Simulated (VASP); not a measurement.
# GaN in VASP: further runs

The runs below take GaN through single point, with PBE, r2SCAN.

Everything below comes from runs of VASP 6.6.1. Logs are shortened: lines on timing, memory, paths and dates and some standing lists are left out, and cuts for length are marked.

## 1. The cell of the first run

Symmetry: F-43m, No. 216, cubic system. The conventional cell has a = 4.305 Å, b = 4.305 Å, c = 4.305 Å, α = 90.00°, β = 90.00°, γ = 90.00°. Ga (site symmetry -43m) has 4 N at 1.86 Å within 2.5 Å. Within 2.5 Å of N (site symmetry -43m) lie 4 Ga at 1.86 Å.

## 2. Single point, PBE (strain -4.3%)

Input file INCAR:

```
PREC     = Accurate       # precision mode
ENCUT    = 520            # plane-wave cutoff, eV
EDIFF    = 1E-6           # SCF threshold, eV
ISMEAR   = -1             # smearing method
SIGMA    = 0.02           # smearing width, eV
LREAL    = F              # projectors in reciprocal space
LASPH    = T              # aspherical terms in the spheres
NELM     = 60             # most SCF steps
ALGO     = Normal         # electronic algorithm
ISIF     = 2              # what is computed and relaxed
LWAVE    = F              # write WAVECAR
LCHARG   = F              # write CHGCAR
GGA      = PE             # functional
NBANDS   = 16             # bands
```

Input file KPOINTS:

```
Automatic mesh
0
Gamma
  10 10 10
```

Input file POSCAR:

```
GaN
1.0
    0.0000000000      2.1524725564      2.1524725564
    2.1524725564      0.0000000000      2.1524725564
    2.1524725564      2.1524725564      0.0000000000
Ga N
1 1
Direct
    0.0000000000      0.0000000000      0.0000000000
    0.7500000000      0.7500000000      0.7500000000
```

Potentials or basis: VASP PAW PBE potentials, release 64 (Ga_d, N).

The run is started by

```
$ cat potpaw_PBE.64/Ga_d/POTCAR potpaw_PBE.64/N/POTCAR > POTCAR
$ mpirun -np 1 vasp_std > vasp.out
```

OUTCAR:

```text
PREC = Accurate
   ENCUT = 520
   EDIFF = 1E-6
   ISMEAR = -1
   LREAL = F
   LASPH = T
   NELM = 60
   ISIF = 2
   GGA = PE

 ion  position               nearest neighbor table
   1  0.000  0.000  0.000-   2 1.86   2 1.86   2 1.86   2 1.86
   2  0.750  0.750  0.750-   1 1.86   1 1.86   1 1.86   1 1.86

  LATTYP: Found a face centered cubic cell.
 ALAT       =     4.3049451128

  Lattice vectors:

 A1 = (   0.0000000000,   2.1524725564,   2.1524725564)
 A2 = (   2.1524725564,   0.0000000000,   2.1524725564)
 A3 = (   2.1524725564,   2.1524725564,   0.0000000000)

Analysis of symmetry for initial positions (statically):
=====================================================================
 Subroutine PRICEL returns:
 Original cell was already a primitive cell.

 Routine SETGRP: Setting up the symmetry group for a
 face centered cubic supercell.

 Subroutine GETGRP returns: Found 24 space group operations
 (whereof 24 operations were pure point group operations)
 out of a pool of 48 trial point group operations.

The static configuration has the point symmetry T_d .

Analysis of symmetry for dynamics (positions and initial velocities):
=====================================================================
 Subroutine PRICEL returns:
 Original cell was already a primitive cell.

 Routine SETGRP: Setting up the symmetry group for a
 face centered cubic supercell.

 Subroutine GETGRP returns: Found 24 space group operations
 (whereof 24 operations were pure point group operations)
 out of a pool of 48 trial point group operations.

The dynamic configuration has the point symmetry T_d .

 Subroutine INISYM returns: Found 24 space group operations
 (whereof 24 operations are pure point group operations),
 and found     1 'primitive' translations

----------------------------------------------------------------------------------------

                                     Primitive cell

  volume of cell :      19.9454

  direct lattice vectors                    reciprocal lattice vectors
     0.000000000  2.152472556  2.152472556    -0.232290999  0.232290999  0.232290999
     2.152472556  0.000000000  2.152472556     0.232290999 -0.232290999  0.232290999
     2.152472556  2.152472556  0.000000000     0.232290999  0.232290999 -0.232290999

[... 72 lines left out ...]
   NGXF,Y,Z  is equivalent  to a cutoff of  26.21, 26.21, 26.21 a.u.
 SYSTEM =  unknown system
   PREC   = accura    normal or accurate (medium, high low for compatibility)
   ISTART =      0    job   : 0-new  1-cont  2-samecut
   ICHARG =      2    charge: 1-file 2-atom 10-const
   ISPIN  =      1    spin polarized calculation?
   LNONCOLLINEAR =      F non collinear calculations
   LSORBIT =      F    spin-orbit coupling
   LASPH  =      T    aspherical Exc in radial PAW
   ENCUT  =  520.0 eV  38.22 Ry    6.18 a.u.   5.66  5.66  5.66*2*pi/ulx,y,z
   NELM   =     60;   NELMIN=  2; NELMDL= -5     # of ELM steps
   EDIFF  = 0.1E-05   stopping-criterion for ELM
   LREAL  =      F    real-space projection
   EDIFFG = 0.1E-04   stopping-criterion for IOM
   NSW    =      0    number of steps for IOM
   IBRION =     -1    ionic relax: 0-MD 1-quasi-New 2-CG
   NFREE  =      0    steps in history (QN), initial steepest desc. (CG)
   ISIF   =      2    stress and relaxation
   ISYM   =      2    0-nonsym 1-usesym 2-fastsym
   POTIM  = 0.5000    time-step for ionic-motion
   TEBEG  =    0.0;   TEEND  =   0.0 temperature during run
   PSTRESS=    0.0 pullay stress
   NELECT =      18.0000    total number of electrons
   NUPDOWN=      -1.0000    fix difference up-down
   EMIN   =  10.00;   EMAX   =-10.00  energy-range for DOS
   EFERMI =   0.00;   METHOD = LEGACY
   ISMEAR =    -1;   SIGMA  =   0.02  broadening in eV -4-tet -1-fermi 0-gaus
   EFERMI_NEDOS =   21; number of points for ismear=-14 and -15
   IALGO  =     38    algorithm
   IMIX   =      4    mixing-type and parameters
     AMIX     =   0.40;   BMIX     =  1.00
     AMIX_MAG =   1.60;   BMIX_MAG =  1.00
  volume/ion in A,a.u.               =       9.97        67.30
  Fermi-wavevector in a.u.,A,eV,Ry     =   1.582042  2.989626 34.053441  2.502857
  Thomas-Fermi vector in A             =   2.682026
   LORBIT       =      0    0 simple, 1 ext, 2 COOP (PROOUT), +10 PAW based schemes
   GGA     = PE    functional components
   LHFCALC =     F    Hartree Fock is set to
   AEXX    =    0.0000 exact exchange contribution
   IVDW    =     0    specifies the selected vdW correction
   LEPSILON=     F    determine dielectric tensor
   LRPA    =     F    only Hartree local field effects (RPA)
 non-spin polarized calculation
  energy-cutoff  :      520.00
  volume of cell :       19.95
 maximum number of plane-waves:       548
   NGX = 11   NGY = 11   NGZ = 11

 number of electron      17.9999995 magnetization

 Free energy of the ion-electron system (eV)
  ---------------------------------------------------
  ext. energy  EPLUGINS =         0.00000000
  ---------------------------------------------------
  free energy    TOTEN  =       -11.75957774 eV

  energy without entropy =      -11.75957774  energy(sigma->0) =      -11.75957774

 E-fermi :   7.3272     XC(G=0): -12.4234

 val. band max:        6.9011804654   @ k =   0.0000   0.0000   0.0000
 cond. band min:       9.5123224534   @ k =   0.0000   0.0000   0.0000
 fundamental gap:      2.6111419880
 Fermi energy:         7.3271682238

 k-point     1 :       0.0000    0.0000    0.0000
  band No.  band energies     occupation
      1     -10.3166      2.00000
      2      -6.7453      2.00000
      3      -6.7453      2.00000
      4      -6.7453      2.00000
      5      -6.2576      2.00000
      6      -6.2576      2.00000
[... 433 lines left out ...]
      3      -6.4135      2.00000
      4      -6.4101      2.00000
      5      -6.1696      2.00000
      6      -5.4909      2.00000
[... 8 lines left out ...]
     15      30.8545      0.00000
     16      31.5141      0.00000

 [... further k-points ...]
[... 5 lines left out ...]
  --------------------------------------------------------------------------------------
  -------------------------------------------------------------------------------------
  Total        5.0475341      5.0475341      5.0475341      0.0000000      0.0000000      0.0000000
  in kB      405.4590348    405.4590348    405.4590348      0.0000000      0.0000000      0.0000000
  external PRESSURE =     405.4590348 kB  Pullay stress =       0.0000000 kB

 VOLUME and BASIS-vectors are now :
 -----------------------------------------------------------------------------
  energy-cutoff  :      520.00
  volume of cell :       19.95
      direct lattice vectors                 reciprocal lattice vectors
     0.000000000  2.152472556  2.152472556    -0.232290999  0.232290999  0.232290999
     2.152472556  0.000000000  2.152472556     0.232290999 -0.232290999  0.232290999
     2.152472556  2.152472556  0.000000000     0.232290999  0.232290999 -0.232290999

 POSITION                                       TOTAL-FORCE (eV/Angst)
 -----------------------------------------------------------------------------------
      0.00000      0.00000      0.00000        -0.000000     -0.000000      0.000000
      3.22871      3.22871      3.22871         0.000000      0.000000     -0.000000
 -----------------------------------------------------------------------------------
    total drift:                               -0.000003     -0.000003     -0.000003

  FREE ENERGIE OF THE ION-ELECTRON SYSTEM (eV)
  ---------------------------------------------------
  free  energy   TOTEN  =       -11.7595777359 eV

  energy  without entropy=      -11.7595777359  energy(sigma->0) =      -11.75957774
```

stdout:

```text
POSCAR found type information on POSCAR GaN
 POSCAR found :  2 types and       2 ions
 scaLAPACK will be used
 LDA part: xc-table for (Slater+PW92), standard interpolation
 POSCAR, INCAR and KPOINTS ok, starting setup
 FFT: planning ... GRIDC
 FFT: planning ... GRID_SOFT
 FFT: planning ... GRID
 WAVECAR not read
 entering main loop
```

It took 20 s on 1 thread of AMD EPYC 7R43 (Zen 3), shared host; peak memory 0.1 GiB.

What came out:

```yaml
Free_energy: -11.7596 eV
Pressure: 40.5 GPa
Band_gap_on_the_k_mesh: 2.61 eV, direct
```

Caveat: the cell differs from its parent crystal (strain -4.3%).

## 3. Single point, PBE

This run uses another cell than the first one, of 11.37 Å³/atom, 1.141 times its volume.

Input file INCAR:

```
ALGO = Normal ; EDIFF = 1E-6
ENCUT = 520 ; GGA = PE
ISIF = 2 ; ISMEAR = -1
LASPH = T ; LCHARG = F
LREAL = F ; LWAVE = F
NBANDS = 16 ; NELM = 60
PREC = Accurate ; SIGMA = 0.02
```

Input file KPOINTS:

```
k-points
0
Gamma
  10 10 10
```

Input file POSCAR:

```
GaN
1.0
    0.0000000000      2.2489526240      2.2489526240
    2.2489526240      0.0000000000      2.2489526240
    2.2489526240      2.2489526240      0.0000000000
Ga N
1 1
Direct
    0.0000000000      0.0000000000      0.0000000000
    0.7500000000      0.7500000000      0.7500000000
```

Potentials or basis: VASP PAW PBE potentials, release 64 (Ga_d, N).

The run is started by

```
$ cat potpaw_PBE.64/Ga_d/POTCAR potpaw_PBE.64/N/POTCAR > POTCAR
$ mpirun -np 1 vasp_std > vasp.out
```

OUTCAR:

```text
EDIFF = 1E-6
   ENCUT = 520
   GGA = PE
   ISIF = 2
   ISMEAR = -1
   LASPH = T
   LREAL = F
   NELM = 60
   PREC = Accurate

 ion  position               nearest neighbor table
   1  0.000  0.000  0.000-   2 1.95   2 1.95   2 1.95   2 1.95
   2  0.750  0.750  0.750-   1 1.95   1 1.95   1 1.95   1 1.95

  LATTYP: Found a face centered cubic cell.
 ALAT       =     4.4979052480

  Lattice vectors:

 A1 = (   0.0000000000,   2.2489526240,   2.2489526240)
 A2 = (   2.2489526240,   0.0000000000,   2.2489526240)
 A3 = (   2.2489526240,   2.2489526240,   0.0000000000)

Analysis of symmetry for initial positions (statically):
=====================================================================
 Subroutine PRICEL returns:
 Original cell was already a primitive cell.

 Routine SETGRP: Setting up the symmetry group for a
 face centered cubic supercell.

 Subroutine GETGRP returns: Found 24 space group operations
 (whereof 24 operations were pure point group operations)
 out of a pool of 48 trial point group operations.

[... 152 lines left out ...]

 Free energy of the ion-electron system (eV)
  ---------------------------------------------------
  ext. energy  EPLUGINS =         0.00000000
  ---------------------------------------------------
  free energy    TOTEN  =       -12.13822252 eV

  energy without entropy =      -12.13822252  energy(sigma->0) =      -12.13822252

 E-fermi :   5.8188     XC(G=0): -11.6994

 val. band max:        5.3473357758   @ k =   0.0000   0.0000   0.0000
 cond. band min:       7.1109079584   @ k =   0.0000   0.0000   0.0000
 fundamental gap:      1.7635721826
 Fermi energy:         5.8187704249

 k-point     1 :       0.0000    0.0000    0.0000
  band No.  band energies     occupation
      1     -10.6382      2.00000
      2      -8.0994      2.00000
      3      -8.0994      2.00000
      4      -8.0994      2.00000
      5      -7.7735      2.00000
      6      -7.7735      2.00000
[... 433 lines left out ...]
      3      -7.8713      2.00000
      4      -7.8707      2.00000
      5      -7.7120      2.00000
      6      -6.8586      2.00000
[... 8 lines left out ...]
     15      27.7590      0.00000
     16      27.8417      0.00000

 [... further k-points ...]
[... 5 lines left out ...]
  --------------------------------------------------------------------------------------
  -------------------------------------------------------------------------------------
  Total        0.8913287      0.8913287      0.8913287     -0.0000000      0.0000000     -0.0000000
  in kB       62.7736724     62.7736724     62.7736724     -0.0000000      0.0000000     -0.0000000
  external PRESSURE =      62.7736724 kB  Pullay stress =       0.0000000 kB

 VOLUME and BASIS-vectors are now :
 -----------------------------------------------------------------------------
  energy-cutoff  :      520.00
  volume of cell :       22.75
      direct lattice vectors                 reciprocal lattice vectors
     0.000000000  2.248952624  2.248952624    -0.222325715  0.222325715  0.222325715
     2.248952624  0.000000000  2.248952624     0.222325715 -0.222325715  0.222325715
     2.248952624  2.248952624  0.000000000     0.222325715  0.222325715 -0.222325715

 POSITION                                       TOTAL-FORCE (eV/Angst)
 -----------------------------------------------------------------------------------
      0.00000      0.00000      0.00000        -0.000000     -0.000000     -0.000000
      3.37343      3.37343      3.37343         0.000000      0.000000      0.000000
 -----------------------------------------------------------------------------------
    total drift:                               -0.000002     -0.000002     -0.000002

  FREE ENERGIE OF THE ION-ELECTRON SYSTEM (eV)
  ---------------------------------------------------
  free  energy   TOTEN  =       -12.1382225232 eV

  energy  without entropy=      -12.1382225232  energy(sigma->0) =      -12.13822252
```

OSZICAR:

```text
N       E                     dE             d eps       ncg     rms          rms(c)
DAV:   1     0.825215404912E+02    0.82522E+02   -0.92074E+03  1664   0.202E+03
DAV:   2    -0.838734170792E+01   -0.90909E+02   -0.83983E+02  1720   0.327E+02
DAV:   3    -0.140829442117E+02   -0.56956E+01   -0.56741E+01  1792   0.708E+01
DAV:   4    -0.141477437915E+02   -0.64800E-01   -0.64794E-01  1840   0.800E+00
DAV:   5    -0.141486235596E+02   -0.87977E-03   -0.87976E-03  1864   0.850E-01    0.774E+00
DAV:   6    -0.121366555766E+02    0.20120E+01   -0.49037E+00  2280   0.399E+01    0.268E+00
DAV:   7    -0.121458084665E+02   -0.91529E-02   -0.32299E-01  1648   0.656E+00    0.177E+00
DAV:   8    -0.121421540037E+02    0.36545E-02   -0.56923E-02  1776   0.328E+00    0.785E-01
DAV:   9    -0.121379652434E+02    0.41888E-02   -0.14493E-02  2240   0.276E+00    0.197E-01
DAV:  10    -0.121383189152E+02   -0.35367E-03   -0.15473E-03  1760   0.551E-01    0.962E-02
DAV:  11    -0.121382174067E+02    0.10151E-03   -0.29350E-04  2240   0.260E-01    0.874E-03
DAV:  12    -0.121382227818E+02   -0.53751E-05   -0.30759E-05  1720   0.532E-02    0.110E-02
DAV:  13    -0.121382225232E+02    0.25859E-06   -0.67642E-07  1288   0.146E-02
   1 F= -.12138223E+02 E0= -.12138223E+02  d E =-.177467E-12
```

stdout:

```text
POSCAR found type information on POSCAR GaN
 POSCAR found :  2 types and       2 ions
 scaLAPACK will be used
 LDA part: xc-table for (Slater+PW92), standard interpolation
 POSCAR, INCAR and KPOINTS ok, starting setup
 FFT: planning ... GRIDC
 FFT: planning ... GRID_SOFT
 FFT: planning ... GRID
 WAVECAR not read
 entering main loop
```

Run time: 19 s. Hardware: 1 thread of AMD EPYC 7R43 (Zen 3), shared host; peak memory 0.1 GiB.

Results:

```
Free energy            : -12.1382 eV
Pressure               : 6.3 GPa
Band gap on the k mesh : 1.76 eV, direct
```

Levels at points of the mesh, in eV from the valence-band top:
| k point | band 7 | band 8 | band 9 | band 10 | band 11 | band 12 |
| --- | --- | --- | --- | --- | --- | --- |
| (0.00, 0.00, 0.00) | 0.00 | 0.00 | 0.00 | 1.76 | 10.34 | 10.34 |
| (0.50, 0.00, 0.00) | -7.08 | -0.98 | -0.98 | 4.68 | 8.76 | 10.40 |
| (0.50, 0.50, 0.00) | -6.15 | -2.72 | -2.72 | 3.35 | 6.70 | 11.75 |

PBE gaps usually lie below the measured ones, often by a third to a half.

## 4. Single point, PBE (shear xy strain -2.4%)

Input file INCAR:

```
SYSTEM = GaN
PREC = Accurate ; ENCUT = 520
EDIFF = 1E-6 ; ISMEAR = 0
SIGMA = 0.01 ; LREAL = .False.
LASPH = .True. ; NELM = 80
ALGO = Normal ; ISIF = 2
LWAVE = .False. ; LCHARG = .True.
GGA = PE ; LELF = .True.
LVHAR = .True. ; NBANDS = 16
```

Input file KPOINTS:

```
Automatic mesh
0
Gamma
  6 6 6
  0 0 0
```

Input file POSCAR:

```
GaN
1.0
   -0.0270998791      2.2489526240      2.2489526240
    2.2489526240     -0.0270998791      2.2489526240
    2.2218527448      2.2218527448      0.0000000000
Ga N
1 1
Direct
    0.0017454298      0.0017454298     -0.0017454298
    0.7482545702      0.7482545702      0.7517454298
```

The run is started by

```
$ cat potpaw_PBE.64/Ga_d/POTCAR potpaw_PBE.64/N/POTCAR > POTCAR
$ mpirun -np 1 vasp_std > vasp.out
```

It took 30 s on 1 thread of AMD EPYC 7R43 (Zen 3), shared host; peak memory 0.11 GiB.

It converged, with:

```yaml
Free_energy: -12.1274 eV
Pressure: 6.3 GPa
Largest_force: 0.016 eV/Å
Band_gap_on_the_k_mesh: 1.67 eV, direct
```

Forces in eV/Å, atoms in the order of the input:
```
Ga   0.000  0.000  0.016
N    0.000  0.000 -0.016
```

Stress tensor (GPa, compression positive):
```
6.29 3.74 0.00
3.74 6.29 0.00
0.00 0.00 6.23
```

Levels at points of the mesh, in eV from the valence-band top:
| k point | band 7 | band 8 | band 9 | band 10 | band 11 | band 12 |
| --- | --- | --- | --- | --- | --- | --- |
| (0.00, 0.00, 0.00) | -0.16 | -0.08 | 0.00 | 1.67 | 9.99 | 10.27 |
| (0.50, 0.00, 0.00) | -7.21 | -1.05 | -0.96 | 4.71 | 8.62 | 10.41 |
| (0.50, 0.50, 0.00) | -6.23 | -2.97 | -2.63 | 3.24 | 6.65 | 11.67 |
| (0.00, 0.00, 0.50) | -7.11 | -1.15 | -1.07 | 4.48 | 8.71 | 10.14 |
| (0.50, 0.00, 0.50) | -6.23 | -2.80 | -2.80 | 3.27 | 6.62 | 11.64 |

Caveat: the cell differs from its parent crystal (shear xy strain -2.4%).

(Part 1 of 2 ends here.)
